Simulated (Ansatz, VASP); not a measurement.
## One calculation of ScAl3N4, two programs

The input POSCAR:

```
ScAl3N4
1.0
   -3.2052862866      0.0000000000      0.0000000000
    0.0000000000      5.5969653234      0.0002871281
    1.6026431433     -2.7987429175     -5.0597362566
Sc Al N
1 3 4
Direct
    0.0090756524      0.3397405944      0.0181513047
    0.5044025304      0.8405241354      0.0088050608
    0.7572533587      0.4207719907      0.5145067174
    0.2506779799      0.9211179441      0.5013559598
    0.7969130781      0.1278858227      0.5938261562
    0.3020503937      0.6383755497      0.6041007874
    0.5624093370      0.2105871478      0.1248186741
    0.0532176697      0.7369968150      0.1064353394
```

Contents of INCAR.step1:

```
SYSTEM = ScAl3N4
PREC = Accurate
ENCUT = 520
ISMEAR = 0
SIGMA = 0.01
LREAL = .FALSE.
LASPH = .TRUE.
NELM = 60
NBANDS = 30
GGA = PE
ALGO = Normal
EDIFF = 1E-4
LWAVE = .TRUE.
LCHARG = .FALSE.
```

File INCAR.step2:

```
SYSTEM = ScAl3N4
PREC = Accurate
ENCUT = 520
EDIFF = 1E-6
ISMEAR = 0
SIGMA = 0.01
LREAL = .FALSE.
LASPH = .TRUE.
NELM = 60
ALGO = Normal
ISIF = 2
LWAVE = .FALSE.
LCHARG = .FALSE.
METAGGA = R2SCAN
LMIXTAU = .TRUE.
NBANDS = 30
ISTART = 1
```

Contents of KPOINTS:

```
Automatic mesh
0
G
  10 10 10
  0 0 0
```

Input for Ansatz:

```yaml
crystal:
  lattice:
    - [-3.2052862866, 0.0, 0.0]
    - [0.0, 5.5969653234, 0.0002871281]
    - [1.6026431433, -2.7987429175, -5.0597362566]
  atoms:
    - { symbol: Sc, position: [0.0090756524, 0.3397405944, 0.0181513047] }
    - { symbol: Al, position: [0.5044025304, 0.8405241354, 0.0088050608] }
    - { symbol: Al, position: [0.7572533587, 0.4207719907, 0.5145067174] }
    - { symbol: Al, position: [0.2506779799, 0.9211179441, 0.5013559598] }
    - { symbol: "N", position: [0.7969130781, 0.1278858227, 0.5938261562] }
    - { symbol: "N", position: [0.3020503937, 0.6383755497, 0.6041007874] }
    - { symbol: "N", position: [0.562409337, 0.2105871478, 0.1248186741] }
    - { symbol: "N", position: [0.0532176697, 0.736996815, 0.1064353394] }
basis:
  ecutwfc: 600.0
  xc_grid: 2
kpoints:
  mp_grid: { grid: [10, 10, 10] }
hamiltonian:
  xc: r2scan
  pseudopotentials: { kind: paw, azcp: { folder: soft_1 } }
scf:
  occupations: { method: fixed }
output:
  forces: true
  stress: true
  eigenvalues: true
  polarization: {}
```

Change from the starting cell: polar distortion scaled by 0.85.

Alike in both runs: task single point; functional r2SCAN; k mesh 10 × 10 × 10; no spin polarisation.

```csv
,VASP,Ansatz
version,VASP 6.6.1,Ansatz 0.2.0
potentials or method,"VASP PAW PBE potentials, release 64 (Sc_sv, Al, N), cutoff 520 eV","scalar-relativistic, plane waves, PAW"
occupations,"gaussian, width 0.01 eV",fixed
valence electrons in the cell,40,40
```

VASP gave:

| Item | Value |
| --- | --- |
| gap on the k mesh at the Fermi level (eV) | 4.15 |
| least direct gap on the mesh (eV) | 4.16 |
| pressure (GPa) | 0.5 |
| traceless stress, the component that is largest in VASP (GPa) | -6.53 |
| rms of the force components (eV/Å) | 0.496 |

Estimate Ansatz's values.

gap on the k mesh at the Fermi level (eV): 4.11; least direct gap on the mesh (eV): 4.12; pressure (GPa): 0.3; traceless stress, the component that is largest in VASP (GPa): -6.36; rms of the force components (eV/Å): 0.473.

VASP's potentials were made for PBE, not for r2SCAN. Atom by atom the forces differ by 0.038 eV/Å (rms over components).
